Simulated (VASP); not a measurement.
# Pb (P6_3/mmc) in VASP: notebook

Pb is run at these levels: PBEsol; tasks: single point.

All numbers are computed with VASP 6.6.1; they aren't measurements. Logs are shortened: lines on timing, memory, paths and dates and some standing lists are left out, and cuts for length are marked.

## 1. The cell of the first run

It takes space group P6_3/mmc (No. 194, hexagonal). Conventional cell: a = 3.331 Å, b = 3.331 Å, c = 5.555 Å, α = 90.00°, β = 90.00°, γ = 120.00°. Pb (site symmetry -6m2) has 12 Pb at 3.33 to 3.38 Å within 4.4 Å.

This isn't the form of Pb at room conditions, which is fcc.

## 2. Single point, PBEsol

The input, INCAR:

```
ALGO = Normal
EDIFF = 1E-7
ENCUT = 520
GGA = PS
ISIF = 2
ISMEAR = -1
LASPH = T
LCHARG = T
LELF = T
LREAL = F
LVHAR = T
LWAVE = F
NBANDS = 21
NELM = 100
PREC = Accurate
SIGMA = 0.08
```

The input, KPOINTS:

```
k-points
0
Gamma
  16 16 10
```

The input, POSCAR:

```
Pb
1.0
    3.3312186085      0.0000000000      0.0000000000
   -1.6656093042      2.8849199405      0.0000000000
    0.0000000000      0.0000000000      5.5553127150
Pb
2
Direct
    0.3333333333      0.6666666667      0.2500000000
    0.6666666667      0.3333333333      0.7500000000
```

Potentials or basis: VASP PAW PBE potentials, release 64 (Pb_d).

Launch:

```bash
> cat potpaw_PBE.64/Pb_d/POTCAR > POTCAR
> mpirun -np 1 vasp_std > vasp.out
```

OUTCAR:

```text
EDIFF = 1E-7
   ENCUT = 520
   GGA = PS
   ISIF = 2
   ISMEAR = -1
   LASPH = T
   LREAL = F
   NELM = 100
   PREC = Accurate

 ion  position               nearest neighbor table
   1  0.333  0.667  0.250-   2 3.38   2 3.38   2 3.38   2 3.38   2 3.38   2 3.38
   2  0.667  0.333  0.750-   1 3.38   1 3.38   1 3.38   1 3.38   1 3.38   1 3.38

  LATTYP: Found a hexagonal cell.
 ALAT       =     3.3312186085
 C/A-ratio  =     1.6676518019

  Lattice vectors:

 A1 = (   3.3312186085,   0.0000000000,   0.0000000000)
 A2 = (  -1.6656093042,   2.8849199405,   0.0000000000)
 A3 = (   0.0000000000,   0.0000000000,   5.5553127150)

Analysis of symmetry for initial positions (statically):
=====================================================================
 Subroutine PRICEL returns:
 Original cell was already a primitive cell.

 Routine SETGRP: Setting up the symmetry group for a
 hexagonal supercell.

 Subroutine GETGRP returns: Found 24 space group operations
 (whereof 12 operations were pure point group operations)
 out of a pool of 24 trial point group operations.

The static configuration has the point symmetry D_3d.
 The point group associated with its full space group is D_6h.

Analysis of symmetry for dynamics (positions and initial velocities):
=====================================================================
 Subroutine PRICEL returns:
 Original cell was already a primitive cell.

 Routine SETGRP: Setting up the symmetry group for a
 hexagonal supercell.

 Subroutine GETGRP returns: Found 24 space group operations
 (whereof 12 operations were pure point group operations)
 out of a pool of 24 trial point group operations.

The dynamic configuration has the point symmetry D_3d.
 The point group associated with its full space group is D_6h.

 Subroutine INISYM returns: Found 24 space group operations
 (whereof 12 operations are pure point group operations),
 and found     1 'primitive' translations

----------------------------------------------------------------------------------------

                                     Primitive cell

  volume of cell :      53.3882

  direct lattice vectors                    reciprocal lattice vectors
     3.331218608  0.000000000  0.000000000     0.300190446  0.173315035  0.000000000
    -1.665609304  2.884919941  0.000000000     0.000000000  0.346630070  0.000000000
     0.000000000  0.000000000  5.555312715     0.000000000  0.000000000  0.180007868

  length of vectors
     3.331218608  3.331218608  5.555312715     0.346630070  0.346630070  0.180007868

  position of ions in fractional coordinates (direct lattice)
     0.333333333  0.666666667  0.250000000
     0.666666667  0.333333333  0.750000000

  ion indices of the primitive-cell ions
   primitive index   ion index
                 1           1
                 2           2

----------------------------------------------------------------------------------------

 KPOINTS: k-points

Automatic generation of k-mesh.
 Grid dimensions read from file:
 generate k-points for:   16   16   10

 Generating k-lattice:

  Cartesian coordinates                     Fractional coordinates (reciprocal lattice)
     0.018761903  0.010832190  0.000000000     0.062500000  0.000000000  0.000000000
     0.000000000  0.021664379  0.000000000     0.000000000  0.062500000  0.000000000
     0.000000000  0.000000000  0.018000787     0.000000000  0.000000000  0.100000000

  Length of vectors
     0.021664379  0.021664379  0.018000787

  Shift w.r.t. Gamma in fractional coordinates (k-lattice)
     0.000000000  0.000000000  0.000000000

 Subroutine IBZKPT returns following result:
 ===========================================

 Found    180 irreducible k-points:

 Following reciprocal coordinates:
            Coordinates               Weight
  0.000000  0.000000  0.000000      1.000000
  0.062500 -0.000000  0.000000      6.000000
  0.125000 -0.000000  0.000000      6.000000
  0.187500 -0.000000  0.000000      6.000000
  0.250000 -0.000000  0.000000      6.000000
  0.312500  0.000000  0.000000      6.000000
[... 16 lines left out ...]
  0.187500  0.187500  0.000000      6.000000
  0.250000  0.187500  0.000000     12.000000
 [... further k-points ...]
   k-points           NKPTS =    180   k-points in BZ     NKDIM =    180   number of bands    NBANDS=     21
   number of dos      NEDOS =    301   number of ions     NIONS =      2
   total plane-waves  NPLWV =  32928
   dimension x,y,z NGX =    28 NGY =   28 NGZ =   42
   dimension x,y,z NGXF=    56 NGYF=   56 NGZF=   84
   ions per type =               2
   NGX,Y,Z   is equivalent  to a cutoff of  13.97, 13.97, 12.57 a.u.
   NGXF,Y,Z  is equivalent  to a cutoff of  27.95, 27.95, 25.14 a.u.
 SYSTEM =  unknown system
   PREC   = accura    normal or accurate (medium, high low for compatibility)
   ISTART =      0    job   : 0-new  1-cont  2-samecut
   ICHARG =      2    charge: 1-file 2-atom 10-const
   ISPIN  =      1    spin polarized calculation?
   LNONCOLLINEAR =      F non collinear calculations
   LSORBIT =      F    spin-orbit coupling
   LASPH  =      T    aspherical Exc in radial PAW
   ENCUT  =  520.0 eV  38.22 Ry    6.18 a.u.   6.19  6.19 10.33*2*pi/ulx,y,z
   NELM   =    100;   NELMIN=  2; NELMDL= -5     # of ELM steps
   EDIFF  = 0.1E-06   stopping-criterion for ELM
   LREAL  =      F    real-space projection
   EDIFFG = 0.1E-05   stopping-criterion for IOM
   NSW    =      0    number of steps for IOM
   IBRION =     -1    ionic relax: 0-MD 1-quasi-New 2-CG
   NFREE  =      0    steps in history (QN), initial steepest desc. (CG)
   ISIF   =      2    stress and relaxation
   ISYM   =      2    0-nonsym 1-usesym 2-fastsym
   POTIM  = 0.5000    time-step for ionic-motion
   TEBEG  =    0.0;   TEEND  =   0.0 temperature during run
   PSTRESS=    0.0 pullay stress
   NELECT =      28.0000    total number of electrons
   NUPDOWN=      -1.0000    fix difference up-down
   EMIN   =  10.00;   EMAX   =-10.00  energy-range for DOS
   EFERMI =   0.00;   METHOD = LEGACY
   ISMEAR =    -1;   SIGMA  =   0.08  broadening in eV -4-tet -1-fermi 0-gaus
   EFERMI_NEDOS =   21; number of points for ismear=-14 and -15
   IALGO  =     38    algorithm
   IMIX   =      4    mixing-type and parameters
     AMIX     =   0.40;   BMIX     =  1.00
     AMIX_MAG =   1.60;   BMIX_MAG =  1.00
  volume/ion in A,a.u.               =      26.69       180.14
  Fermi-wavevector in a.u.,A,eV,Ry     =   1.320218  2.494851 23.714628  1.742976
  Thomas-Fermi vector in A             =   2.450060
   LORBIT       =      0    0 simple, 1 ext, 2 COOP (PROOUT), +10 PAW based schemes
   GGA     = PS    functional components
   LHFCALC =     F    Hartree Fock is set to
   AEXX    =    0.0000 exact exchange contribution
   IVDW    =     0    specifies the selected vdW correction
   LEPSILON=     F    determine dielectric tensor
   LRPA    =     F    only Hartree local field effects (RPA)
 non-spin polarized calculation
  energy-cutoff  :      520.00
  volume of cell :       53.39
 maximum number of plane-waves:      1472
 NGX is ok and might be reduce to    28
   NGX = 13   NGY = 13   NGZ = 21

 number of electron      28.0000000 magnetization

 Free energy of the ion-electron system (eV)
  ---------------------------------------------------
  ext. energy  EPLUGINS =         0.00000000
  ---------------------------------------------------
  free energy    TOTEN  =        -7.86195781 eV

  energy without entropy =       -7.84293937  energy(sigma->0) =       -7.85244859

 E-fermi :   8.5816     XC(G=0): -10.9712

 val. band max:        8.5622615343   @ k =   0.2500   0.2500   0.5000
 cond. band min:       8.5902709744   @ k =   0.2500  -0.0000   0.0000
 fundamental gap:      0.0280094401
 Fermi energy:         8.5815503335

 k-point     1 :       0.0000    0.0000    0.0000
  band No.  band energies     occupation
      1      -8.5800      2.00000
      2      -8.5199      2.00000
      3      -8.4828      2.00000
      4      -8.4828      2.00000
      5      -8.4526      2.00000
      6      -8.4526      2.00000
[... 13 lines left out ...]
     20      18.3163      0.00000
     21      20.6349      0.00000

 k-point     2 :       0.0625   -0.0000    0.0000
  band No.  band energies     occupation
      1      -8.5724      2.00000
      2      -8.5222      2.00000
      3      -8.4751      2.00000
      4      -8.4686      2.00000
      5      -8.4519      2.00000
      6      -8.4389      2.00000
[... 13 lines left out ...]
     20      18.7902      0.00000
     21      20.1368      0.00000

 k-point     3 :       0.1250   -0.0000    0.0000
  band No.  band energies     occupation
      1      -8.5719      2.00000
      2      -8.5140      2.00000
      3      -8.4662      2.00000
      4      -8.4313      2.00000
      5      -8.4278      2.00000
      6      -8.3997      2.00000
[... 13 lines left out ...]
     20      19.1817      0.00000
     21      19.5006      0.00000

 k-point     4 :       0.1875   -0.0000    0.0000
  band No.  band energies     occupation
      1      -8.6007      2.00000
      2      -8.4889      2.00000
      3      -8.4635      2.00000
      4      -8.4106      2.00000
      5      -8.3860      2.00000
      6      -8.3759      2.00000
[... 13 lines left out ...]
     20      18.6358      0.00000
     21      19.5606      0.00000

 k-point     5 :       0.2500   -0.0000    0.0000
  band No.  band energies     occupation
      1      -8.6393      2.00000
      2      -8.5027      2.00000
      3      -8.4560      2.00000
      4      -8.4200      2.00000
      5      -8.4090      2.00000
      6      -8.3066      2.00000
[... 13 lines left out ...]
     20      18.3673      0.00000
     21      19.4312      0.00000
[... 382 lines left out ...]
     20      17.5049      0.00000
     21      21.9225      0.00000

 k-point    22 :       0.4375    0.1250    0.0000
  band No.  band energies     occupation
      1      -8.6751      2.00000
      2      -8.5948      2.00000
      3      -8.5077      2.00000
      4      -8.4547      2.00000
      5      -8.3454      2.00000
      6      -8.3066      2.00000
[... 13 lines left out ...]
     20      17.4534      0.00000
     21      22.0100      0.00000

 k-point    23 :       0.1875    0.1875    0.0000
  band No.  band energies     occupation
      1      -8.5524      2.00000
      2      -8.5398      2.00000
      3      -8.5078      2.00000
      4      -8.4440      2.00000
      5      -8.3794      2.00000
      6      -8.3367      2.00000
[... 13 lines left out ...]
     20      19.4410      0.00000
     21      20.1525      0.00000

 k-point    24 :       0.2500    0.1875    0.0000
  band No.  band energies     occupation
      1      -8.5726      2.00000
      2      -8.5503      2.00000
      3      -8.5011      2.00000
      4      -8.4497      2.00000
      5      -8.3612      2.00000
      6      -8.3078      2.00000
[... 13 lines left out ...]
     20      19.4956      0.00000
     21      20.9422      0.00000

 [... further k-points ...]
[... 5 lines left out ...]
  --------------------------------------------------------------------------------------
  -------------------------------------------------------------------------------------
  Total        2.3035484      2.3035484      2.3023858      0.0000000      0.0000000      0.0000000
  in kB       69.1293557     69.1293557     69.0944676      0.0000000      0.0000000      0.0000000
  external PRESSURE =      69.1177264 kB  Pullay stress =       0.0000000 kB

 VOLUME and BASIS-vectors are now :
 -----------------------------------------------------------------------------
  energy-cutoff  :      520.00
  volume of cell :       53.39
      direct lattice vectors                 reciprocal lattice vectors
     3.331218608  0.000000000  0.000000000     0.300190446  0.173315035  0.000000000
    -1.665609304  2.884919941  0.000000000     0.000000000  0.346630070  0.000000000
     0.000000000  0.000000000  5.555312715     0.000000000  0.000000000  0.180007868

 POSITION                                       TOTAL-FORCE (eV/Angst)
 -----------------------------------------------------------------------------------
     -0.00000      1.92328      1.38883        -0.000000      0.000000      0.000000
      1.66561      0.96164      4.16648         0.000000      0.000000      0.000000
 -----------------------------------------------------------------------------------
    total drift:                               -0.000000      0.000000     -0.000000

  FREE ENERGIE OF THE ION-ELECTRON SYSTEM (eV)
  ---------------------------------------------------
  free  energy   TOTEN  =        -7.8619578137 eV

  energy  without entropy=       -7.8429393728  energy(sigma->0) =       -7.85244859
```

Wall time 3.2 min (1 thread of Intel Xeon 8259CL, shared host); peak memory 0.29 GiB.

What came out:

- Free energy: -7.8620 eV
- Pressure: 6.9 GPa
- Band gap on the k mesh: zero (bands 14 and 15 overlap by 8.60 eV)

Caveat: the cell stands under pressure; the PAW data sets were made with another functional, which shifts forces and pressure a little; spin-orbit coupling is left out, which moves the levels of the heavy elements.

## 3. Single point, PBEsol

This run uses another cell than the first one, of 27.83 Å³/atom.

The input, INCAR:

```
SYSTEM = Pb
PREC     = Accurate       ! precision mode
ENCUT    = 520            ! plane-wave cutoff, eV
EDIFF    = 1E-7           ! SCF threshold, eV
ISMEAR   = -1             ! smearing method
SIGMA    = 0.08           ! smearing width, eV
LREAL    = .False.        ! projectors in reciprocal space
LASPH    = .True.         ! aspherical terms in the spheres
NELM     = 100            ! most SCF steps
ALGO     = Normal         ! electronic algorithm
ISIF     = 2              ! what is computed and relaxed
LWAVE    = .False.        ! write WAVECAR
LCHARG   = .True.         ! write CHGCAR
GGA      = PS             ! functional
LELF     = .True.         ! ELF
LVHAR    = .True.       
NBANDS   = 21             ! bands
```

The input, KPOINTS:

```
regular mesh
0
Gamma
  16 16 10
  0 0 0
```

The input, POSCAR:

```
Pb
1.0
    3.3772953898      0.0000000000      0.0000000000
   -1.6886476949      2.9248236037      0.0000000000
    0.0000000000      0.0000000000      5.6345865413
Pb
2
Direct
    0.3333333333      0.6666666667      0.2500000000
    0.6666666667      0.3333333333      0.7500000000
```

Potentials or basis: VASP PAW PBE potentials, release 64 (Pb_d).

Launch:

```bash
> cat potpaw_PBE.64/Pb_d/POTCAR > POTCAR
> mpirun -np 1 vasp_std > vasp.out
```

Run time: 3.8 min. Hardware: 1 thread of Intel Xeon 8259CL, shared host; peak memory 0.29 GiB.

Results (log left out):

| Item | Value |
| --- | --- |
| Free energy | -7.9392 eV |
| Pressure | 3.9 GPa |
| Band gap on the k mesh | zero (bands 14 and 15 overlap by 8.24 eV) |

Levels at points of the mesh, in eV from the Fermi level:
```csv
k point,band 10,band 11,band 12,band 13,band 14,band 15,band 16,band 17,band 18,band 19
"(0.00, 0.00, 0.00)",-16.69,-12.35,-8.39,-4.67,6.36,6.36,7.82,8.26,8.26,9.41
"(0.50, 0.00, 0.00)",-16.65,-8.35,-7.12,-3.13,-1.76,-0.56,1.79,2.35,6.08,6.64
"(0.00, 0.00, 0.50)",-16.77,-11.07,-11.07,0.65,0.65,7.26,7.26,7.26,7.26,9.61
"(0.50, 0.00, 0.50)",-16.65,-7.48,-7.48,-4.05,-4.05,3.73,3.73,3.80,3.80,7.19
```

Caveat: the cell stands under pressure; the PAW data sets were made with another functional, which shifts forces and pressure a little; spin-orbit coupling is left out, which moves the levels of the heavy elements.

## 4. Single point, PBEsol

This run uses another cell than the first one, of 28.74 Å³/atom.

The input, INCAR:

```
SYSTEM = Pb
ALGO = Normal
EDIFF = 1E-6
ENCUT = 520
GGA = PS
ISIF = 2
ISMEAR = -1
LASPH = .TRUE.
LCHARG = .FALSE.
LREAL = .FALSE.
LWAVE = .FALSE.
NBANDS = 21
NELM = 80
PREC = Accurate
SIGMA = 0.08
```

The input, KPOINTS:

```
k-points
0
G
  16 16 10
  0 0 0
```

The input, POSCAR:

```
Pb
1.0
    3.4137081997      0.0000000000      0.0000000000
   -1.7068540999      2.9563580221      0.0000000000
    0.0000000000      0.0000000000      5.6964609603
Pb
2
Direct
    0.3333333333      0.6666666667      0.2500000000
    0.6666666667      0.3333333333      0.7500000000
```

Launch:

```bash
> cat potpaw_PBE.64/Pb_d/POTCAR > POTCAR
> mpirun -np 1 vasp_std > vasp.out
```

Run time: 3.1 min. Hardware: 1 thread of Intel Xeon 8259CL, shared host; peak memory 0.3 GiB.

Results (log left out):

- Free energy: -7.9732 eV
- Pressure: 1.9 GPa
- Band gap on the k mesh: zero (bands 14 and 15 overlap by 7.96 eV)

Levels at points of the mesh, in eV from the Fermi level:
| k point | band 12 | band 13 | band 14 | band 15 | band 16 | band 17 |
| --- | --- | --- | --- | --- | --- | --- |
| (0.00, 0.00, 0.00) | -8.34 | -4.49 | 6.17 | 6.17 | 7.57 | 7.99 |
| (0.50, 0.00, 0.00) | -7.09 | -3.08 | -1.71 | -0.52 | 1.78 | 2.32 |
| (0.00, 0.00, 0.50) | -10.87 | 0.61 | 0.61 | 7.03 | 7.03 | 7.03 |
| (0.50, 0.00, 0.50) | -7.47 | -3.90 | -3.90 | 3.61 | 3.61 | 3.71 |

Caveat: the PAW data sets were made with another functional, which shifts forces and pressure a little; spin-orbit coupling is left out, which moves the levels of the heavy elements.

## 5. Overview

```tsv
cell	gap on the mesh (eV)	pressure (GPa)
a = 3.331, b = 3.331, c = 5.555 Å, angles 90.0, 90.0, 120.0°, 2 atoms	none	6.9
a = 3.377, b = 3.377, c = 5.635 Å, angles 90.0, 90.0, 120.0°, 2 atoms	none	3.9
a = 3.414, b = 3.414, c = 5.696 Å, angles 90.0, 90.0, 120.0°, 2 atoms	none	1.9
```

Alike in all rows: task single point; level PBEsol; potentials or basis VASP PAW PBE potentials, release 64 (Pb_d); no spin polarisation; k mesh 16 × 16 × 10; cutoff (eV) 520; smearing fermi-dirac 0.08 eV.

Caveats: the PAW data sets were made with another functional, which shifts forces and pressure a little; spin-orbit coupling is left out, which moves the levels of the heavy elements; the cell stands under pressure (at least some runs).

Absolute energies hang on the potentials; compare differences alone.

The gap in the log of VASP goes by the Fermi energy; the results here count the filled bands.